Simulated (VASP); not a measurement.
# AlAu (Pm-3m) in VASP: further runs

The runs below take AlAu through electric field gradients, with LDA.

All numbers are computed with VASP 6.6.1; they aren't measurements. Logs are shortened: lines on timing, memory, paths and dates and some standing lists are left out, and cuts for length are marked.

### Step 1. The cell of the first run

Symmetry: Pm-3m, No. 221, cubic system. Conventional cell: a = 2.719 Å, b = 2.719 Å, c = 2.719 Å, α = 90.00°, β = 90.00°, γ = 90.00°. Al (site symmetry m-3m) has 8 Au at 2.35 Å and 6 Al at 2.72 Å within 3.1 Å. Within 3.1 Å of Au (site symmetry m-3m) lie 8 Al at 2.35 Å and 6 Au at 2.72 Å.

### Step 2. Electric field gradients, LDA (volume scaled by 0.6)

Contents of INCAR:

```
SYSTEM = AlAu
PREC = Accurate
ENCUT = 520
EDIFF = 1E-8
ISMEAR = -1
SIGMA = 0.05
LREAL = .False.
LASPH = .True.
NELM = 60
ALGO = Normal
ISIF = 2
LWAVE = .False.
LCHARG = .False.
LEFG = .True.
NBANDS = 14
```

Contents of KPOINTS:

```
regular mesh
0
Gamma
  11 11 11
  0 0 0
```

Contents of POSCAR:

```
AlAu
1.0
    2.7191779938      0.0000000000      0.0000000000
    0.0000000000      2.7191779938      0.0000000000
    0.0000000000      0.0000000000      2.7191779938
Al Au
1 1
Direct
    0.0000000000      0.0000000000      0.0000000000
    0.5000000000      0.5000000000      0.5000000000
```

Potentials or basis: VASP PAW LDA potentials, release 64 (Al, Au).

Launch:

```
> cat potpaw_LDA.64/Al/POTCAR potpaw_LDA.64/Au/POTCAR > POTCAR
> mpirun -np 1 vasp_std > vasp.out
```

OUTCAR:

```text
SYSTEM = AlAu
   PREC = Accurate
   ENCUT = 520
   EDIFF = 1E-8
   ISMEAR = -1
   LREAL = .False.
   LASPH = .True.
   NELM = 60
   ISIF = 2

 ion  position               nearest neighbor table
   1  0.000  0.000  0.000-   2 2.35   2 2.35   2 2.35   2 2.35   2 2.35   2 2.35   2 2.35   2 2.35

   2  0.500  0.500  0.500-   1 2.35   1 2.35   1 2.35   1 2.35   1 2.35   1 2.35   1 2.35   1 2.35

  LATTYP: Found a simple cubic cell.
 ALAT       =     2.7191779938

  Lattice vectors:

 A1 = (   2.7191779938,   0.0000000000,   0.0000000000)
 A2 = (   0.0000000000,   2.7191779938,   0.0000000000)
 A3 = (   0.0000000000,   0.0000000000,   2.7191779938)

Analysis of symmetry for initial positions (statically):
=====================================================================
 Subroutine PRICEL returns:
 Original cell was already a primitive cell.

 Routine SETGRP: Setting up the symmetry group for a
 simple cubic supercell.

 Subroutine GETGRP returns: Found 48 space group operations
 (whereof 48 operations were pure point group operations)
 out of a pool of 48 trial point group operations.

The static configuration has the point symmetry O_h .

Analysis of symmetry for dynamics (positions and initial velocities):
=====================================================================
 Subroutine PRICEL returns:
 Original cell was already a primitive cell.

 Routine SETGRP: Setting up the symmetry group for a
 simple cubic supercell.

 Subroutine GETGRP returns: Found 48 space group operations
 (whereof 48 operations were pure point group operations)
 out of a pool of 48 trial point group operations.

The dynamic configuration has the point symmetry O_h .

 Subroutine INISYM returns: Found 48 space group operations
 (whereof 48 operations are pure point group operations),
 and found     1 'primitive' translations

----------------------------------------------------------------------------------------

                                     Primitive cell

  volume of cell :      20.1054

  direct lattice vectors                    reciprocal lattice vectors
     2.719177994  0.000000000  0.000000000     0.367758198  0.000000000  0.000000000
     0.000000000  2.719177994  0.000000000     0.000000000  0.367758198  0.000000000
     0.000000000  0.000000000  2.719177994     0.000000000  0.000000000  0.367758198

  length of vectors
     2.719177994  2.719177994  2.719177994     0.367758198  0.367758198  0.367758198

  position of ions in fractional coordinates (direct lattice)
     0.000000000  0.000000000  0.000000000
     0.500000000  0.500000000  0.500000000

  ion indices of the primitive-cell ions
   primitive index   ion index
                 1           1
                 2           2

----------------------------------------------------------------------------------------

 KPOINTS: regular mesh

Automatic generation of k-mesh.
 Grid dimensions read from file:
 generate k-points for:   11   11   11

 Generating k-lattice:

  Cartesian coordinates                     Fractional coordinates (reciprocal lattice)
     0.033432563  0.000000000  0.000000000     0.090909091  0.000000000  0.000000000
     0.000000000  0.033432563  0.000000000     0.000000000  0.090909091  0.000000000
     0.000000000  0.000000000  0.033432563     0.000000000  0.000000000  0.090909091

  Length of vectors
     0.033432563  0.033432563  0.033432563

  Shift w.r.t. Gamma in fractional coordinates (k-lattice)
     0.000000000  0.000000000  0.000000000

 Subroutine IBZKPT returns following result:
 ===========================================

 Found     56 irreducible k-points:

 Following reciprocal coordinates:
            Coordinates               Weight
  0.000000  0.000000  0.000000      1.000000
  0.090909  0.000000  0.000000      6.000000
  0.181818  0.000000  0.000000      6.000000
  0.272727  0.000000  0.000000      6.000000
  0.363636  0.000000  0.000000      6.000000
  0.454545  0.000000  0.000000      6.000000
[... 16 lines left out ...]
  0.181818  0.090909  0.090909     24.000000
  0.272727  0.090909  0.090909     24.000000
 [... further k-points ...]
   k-points           NKPTS =     56   k-points in BZ     NKDIM =     56   number of bands    NBANDS=     14
   number of dos      NEDOS =    301   number of ions     NIONS =      2
   total plane-waves  NPLWV =   8000
   dimension x,y,z NGX =    20 NGY =   20 NGZ =   20
   dimension x,y,z NGXF=    40 NGYF=   40 NGZF=   40
   ions per type =               1   1
   NGX,Y,Z   is equivalent  to a cutoff of  12.23, 12.23, 12.23 a.u.
   NGXF,Y,Z  is equivalent  to a cutoff of  24.46, 24.46, 24.46 a.u.
 SYSTEM =  AlAu
   PREC   = accura    normal or accurate (medium, high low for compatibility)
   ISTART =      0    job   : 0-new  1-cont  2-samecut
   ICHARG =      2    charge: 1-file 2-atom 10-const
   ISPIN  =      1    spin polarized calculation?
   LNONCOLLINEAR =      F non collinear calculations
   LSORBIT =      F    spin-orbit coupling
   LASPH  =      T    aspherical Exc in radial PAW
   ENCUT  =  520.0 eV  38.22 Ry    6.18 a.u.   5.06  5.06  5.06*2*pi/ulx,y,z
   NELM   =     60;   NELMIN=  2; NELMDL= -5     # of ELM steps
   EDIFF  = 0.1E-07   stopping-criterion for ELM
   LREAL  =      F    real-space projection
   EDIFFG = 0.1E-06   stopping-criterion for IOM
   NSW    =      0    number of steps for IOM
   IBRION =     -1    ionic relax: 0-MD 1-quasi-New 2-CG
   NFREE  =      0    steps in history (QN), initial steepest desc. (CG)
   ISIF   =      2    stress and relaxation
   ISYM   =      2    0-nonsym 1-usesym 2-fastsym
   POTIM  = 0.5000    time-step for ionic-motion
   TEBEG  =    0.0;   TEEND  =   0.0 temperature during run
   PSTRESS=    0.0 pullay stress
   NELECT =      14.0000    total number of electrons
   NUPDOWN=      -1.0000    fix difference up-down
   EMIN   =  10.00;   EMAX   =-10.00  energy-range for DOS
   EFERMI =   0.00;   METHOD = LEGACY
   ISMEAR =    -1;   SIGMA  =   0.05  broadening in eV -4-tet -1-fermi 0-gaus
   EFERMI_NEDOS =   21; number of points for ismear=-14 and -15
   IALGO  =     38    algorithm
   IMIX   =      4    mixing-type and parameters
     AMIX     =   0.40;   BMIX     =  1.00
     AMIX_MAG =   1.60;   BMIX_MAG =  1.00
  volume/ion in A,a.u.               =      10.05        67.84
  Fermi-wavevector in a.u.,A,eV,Ry     =   1.451042  2.742071 28.647363  2.105522
  Thomas-Fermi vector in A             =   2.568584
   LORBIT       =      0    0 simple, 1 ext, 2 COOP (PROOUT), +10 PAW based schemes
   GGA     = CA    functional components
   LHFCALC =     F    Hartree Fock is set to
   AEXX    =    0.0000 exact exchange contribution
   IVDW    =     0    specifies the selected vdW correction
   LEPSILON=     F    determine dielectric tensor
   LRPA    =     F    only Hartree local field effects (RPA)
 non-spin polarized calculation
  energy-cutoff  :      520.00
  volume of cell :       20.11
 maximum number of plane-waves:       552
   NGX = 11   NGY = 11   NGZ = 11

 number of electron      13.9999995 magnetization

 Free energy of the ion-electron system (eV)
  ---------------------------------------------------
  ext. energy  EPLUGINS =         0.00000000
  ---------------------------------------------------
  free energy    TOTEN  =        -4.89823133 eV

  energy without entropy =       -4.89541532  energy(sigma->0) =       -4.89682333

 E-fermi :  19.3913     XC(G=0): -14.3586

 val. band max:       19.3335645674   @ k =   0.4545   0.4545   0.3636
 cond. band min:      19.5111361078   @ k =   0.4545   0.3636   0.0000
 fundamental gap:      0.1775715404
 Fermi energy:        19.3912500988

 k-point     1 :       0.0000    0.0000    0.0000
  band No.  band energies     occupation
      1       1.7167      2.00000
      2       7.2094      2.00000
      3       7.2094      2.00000
      4      11.8911      2.00000
      5      11.8911      2.00000
      6      11.8911      2.00000
      7      21.9380      0.00000
      8      21.9380      0.00000
      9      21.9380      0.00000
     10      27.4408      0.00000
     11      27.4408      0.00000
     12      32.7537      0.00000
     13      36.4499      0.00000
     14      36.4499      0.00000
[... 377 lines left out ...]
      1       3.7861      2.00000
      2       7.8898      2.00000
      3       8.2204      2.00000
      4      10.3591      2.00000
      5      10.5021      2.00000
      6      11.6537      2.00000
      7      17.6337      2.00000
      8      23.0549      0.00000
      9      23.4842      0.00000
     10      25.8605      0.00000
     11      30.8521      0.00000
     12      32.6252      0.00000
     13      34.3080      0.00000
     14      35.5832      0.00000

 [... further k-points ...]

------------------------ aborting loop because EDIFF is reached ----------------------------------------

  FORCE on cell =-STRESS in cart. coord.  units (eV):
  Direction    XX          YY          ZZ          XY          YZ          ZX
  --------------------------------------------------------------------------------------
  -------------------------------------------------------------------------------------
  Total       23.8318628     23.8318628     23.8318628      0.0000000      0.0000000     -0.0000000
  in kB     1899.1342305   1899.1342305   1899.1342305      0.0000000      0.0000000     -0.0000000
  external PRESSURE =    1899.1342305 kB  Pullay stress =       0.0000000 kB

 VOLUME and BASIS-vectors are now :
 -----------------------------------------------------------------------------
  energy-cutoff  :      520.00
  volume of cell :       20.11
      direct lattice vectors                 reciprocal lattice vectors
     2.719177994  0.000000000  0.000000000     0.367758198  0.000000000  0.000000000
     0.000000000  2.719177994  0.000000000     0.000000000  0.367758198  0.000000000
     0.000000000  0.000000000  2.719177994     0.000000000  0.000000000  0.367758198

 POSITION                                       TOTAL-FORCE (eV/Angst)
 -----------------------------------------------------------------------------------
      0.00000      0.00000      0.00000         0.000000      0.000000      0.000000
      1.35959      1.35959      1.35959         0.000000      0.000000      0.000000
 -----------------------------------------------------------------------------------
    total drift:                               -0.000000      0.000000     -0.000000

  FREE ENERGIE OF THE ION-ELECTRON SYSTEM (eV)
  ---------------------------------------------------
  free  energy   TOTEN  =        -4.8982313328 eV

  energy  without entropy=       -4.8954153206  energy(sigma->0) =       -4.89682333

 Electric field gradients (V/A^2)
---------------------------------------------------------------------
 ion       V_xx      V_yy      V_zz      V_xy      V_xz      V_yz
---------------------------------------------------------------------
   1       0.000    -0.000    -0.000     0.000    -0.000    -0.000
   2      -0.000     0.000    -0.000     0.000    -0.000     0.000
---------------------------------------------------------------------

 Electric field gradients after diagonalization (V/A^2)
 (convention: |V_zz| > |V_xx| > |V_yy|)
----------------------------------------------------------------------
 ion       V_xx      V_yy      V_zz     asymmetry (V_yy - V_xx)/ V_zz
----------------------------------------------------------------------
   1       0.000    -0.000    -0.000       0.335
   2      -0.000     0.000    -0.000      -0.439
----------------------------------------------------------------------

           NMR quadrupolar parameters

 Cq : quadrupolar parameter    Cq=e*Q*V_zz/h
 eta: asymmetry parameters     (V_yy - V_xx)/ V_zz
 Q  : nuclear electric quadrupole moment in mb (millibarn)
----------------------------------------------------------------------
 ion       Cq(MHz)       eta       Q (mb)
----------------------------------------------------------------------
   1      -0.000       0.335       1.000
   2      -0.000      -0.439       1.000
----------------------------------------------------------------------
```

Run time: 15 s. Hardware: 1 thread of Intel Xeon Platinum 8375C at 2.90GHz (Ice Lake), shared host; peak memory 0.13 GiB.

What came out:

```
Free energy            : -4.8982 eV
Pressure               : 189.9 GPa
Band gap on the k mesh : zero (band 7 reaches 21.94 eV, above the bottom of band 8 at 18.52 eV)
```

Caveat: without QUAD_EFG the Cq values of the log hold for a quadrupole moment of 1 mb, not for the nuclei; spin-orbit coupling is left out, which moves the levels of the heavy elements.

### Step 3. Electric field gradients, LDA (volume scaled by 0.65)

Contents of INCAR:

```
SYSTEM = AlAu
  PREC = Accurate
  ENCUT = 520
  EDIFF = 1E-8
  ISMEAR = -1
  SIGMA = 0.05
  LREAL = .False.
  LASPH = .True.
  NELM = 100
  ALGO = Normal
  ISIF = 2
  LWAVE = .False.
  LCHARG = .False.
  GGA = CA
  LEFG = .True.
  NBANDS = 14
```

Contents of KPOINTS:

```
Automatic mesh
0
Gamma
  11 11 11
  0 0 0
```

Contents of POSCAR:

```
AlAu
1.0
    2.7927046338      0.0000000000      0.0000000000
    0.0000000000      2.7927046338      0.0000000000
    0.0000000000      0.0000000000      2.7927046338
Al Au
1 1
Direct
    0.0000000000      0.0000000000      0.0000000000
    0.5000000000      0.5000000000      0.5000000000
```

Potentials or basis: VASP PAW LDA potentials, release 64 (Al, Au).

Launch:

```
> cat potpaw_LDA.64/Al/POTCAR potpaw_LDA.64/Au/POTCAR > POTCAR
> mpirun -np 1 vasp_std > vasp.out
```

OUTCAR:

```text
SYSTEM = AlAu
   PREC = Accurate
   ENCUT = 520
   EDIFF = 1E-8
   ISMEAR = -1
   LREAL = .False.
   LASPH = .True.
   NELM = 100
   ISIF = 2
   GGA = CA

 ion  position               nearest neighbor table
   1  0.000  0.000  0.000-   2 2.42   2 2.42   2 2.42   2 2.42   2 2.42   2 2.42   2 2.42   2 2.42

   2  0.500  0.500  0.500-   1 2.42   1 2.42   1 2.42   1 2.42   1 2.42   1 2.42   1 2.42   1 2.42

  LATTYP: Found a simple cubic cell.
 ALAT       =     2.7927046338

  Lattice vectors:

 A1 = (   2.7927046338,   0.0000000000,   0.0000000000)
 A2 = (   0.0000000000,   2.7927046338,   0.0000000000)
 A3 = (   0.0000000000,   0.0000000000,   2.7927046338)

Analysis of symmetry for initial positions (statically):
=====================================================================
 Subroutine PRICEL returns:
 Original cell was already a primitive cell.

 Routine SETGRP: Setting up the symmetry group for a
 simple cubic supercell.

 Subroutine GETGRP returns: Found 48 space group operations
[... 597 lines left out ...]
     2.792704634  0.000000000  0.000000000     0.358075819  0.000000000  0.000000000
     0.000000000  2.792704634  0.000000000     0.000000000  0.358075819  0.000000000
     0.000000000  0.000000000  2.792704634     0.000000000  0.000000000  0.358075819

 POSITION                                       TOTAL-FORCE (eV/Angst)
 -----------------------------------------------------------------------------------
      0.00000      0.00000      0.00000         0.000000      0.000000      0.000000
      1.39635      1.39635      1.39635         0.000000      0.000000      0.000000
 -----------------------------------------------------------------------------------
    total drift:                                0.000000     -0.000000     -0.000000

  FREE ENERGIE OF THE ION-ELECTRON SYSTEM (eV)
  ---------------------------------------------------
  free  energy   TOTEN  =        -6.5435080382 eV

  energy  without entropy=       -6.5396140292  energy(sigma->0) =       -6.54156103

 Electric field gradients (V/A^2)
---------------------------------------------------------------------
 ion       V_xx      V_yy      V_zz      V_xy      V_xz      V_yz
---------------------------------------------------------------------
   1      -0.000    -0.000     0.000     0.000    -0.000    -0.000
   2      -0.000    -0.000     0.000    -0.000     0.000     0.000
---------------------------------------------------------------------

 Electric field gradients after diagonalization (V/A^2)
 (convention: |V_zz| > |V_xx| > |V_yy|)
----------------------------------------------------------------------
 ion       V_xx      V_yy      V_zz     asymmetry (V_yy - V_xx)/ V_zz
----------------------------------------------------------------------
   1      -0.000    -0.000     0.000       0.172
   2       0.000    -0.000    -0.000       0.843
----------------------------------------------------------------------

           NMR quadrupolar parameters

 Cq : quadrupolar parameter    Cq=e*Q*V_zz/h
 eta: asymmetry parameters     (V_yy - V_xx)/ V_zz
 Q  : nuclear electric quadrupole moment in mb (millibarn)
----------------------------------------------------------------------
 ion       Cq(MHz)       eta       Q (mb)
----------------------------------------------------------------------
   1       0.000       0.172       1.000
   2      -0.000       0.843       1.000
----------------------------------------------------------------------
```

stdout:

```text
POSCAR found type information on POSCAR AlAu
 POSCAR found :  2 types and       2 ions
 scaLAPACK will be used
 LDA part: xc-table for (Slater(with rela. corr.)+CA(PZ))
 , standard interpolation
 POSCAR, INCAR and KPOINTS ok, starting setup
 FFT: planning ... GRIDC
 FFT: planning ... GRID_SOFT
 FFT: planning ... GRID
 WAVECAR not read
 entering main loop
ion   1

ion   2
```

It took 12 s on 1 thread of Intel Xeon Platinum 8375C at 2.90GHz (Ice Lake), shared host; peak memory 0.14 GiB.

Results:

* Free energy: -6.5435 eV
* Pressure: 128.2 GPa
* Band gap on the k mesh: zero (band 7 reaches 20.08 eV, above the bottom of band 8 at 16.55 eV)

Levels at points of the mesh, in eV from the Fermi level:
| k point | band 3 | band 4 | band 5 | band 6 | band 7 | band 8 | band 9 | band 10 | band 11 | band 12 |
| --- | --- | --- | --- | --- | --- | --- | --- | --- | --- | --- |
| (0.00, 0.00, 0.00) | -11.11 | -7.03 | -7.03 | -7.03 | 2.56 | 2.56 | 2.56 | 7.96 | 7.96 | 12.03 |

Caveat: without QUAD_EFG the Cq values of the log hold for a quadrupole moment of 1 mb, not for the nuclei; spin-orbit coupling is left out, which moves the levels of the heavy elements.
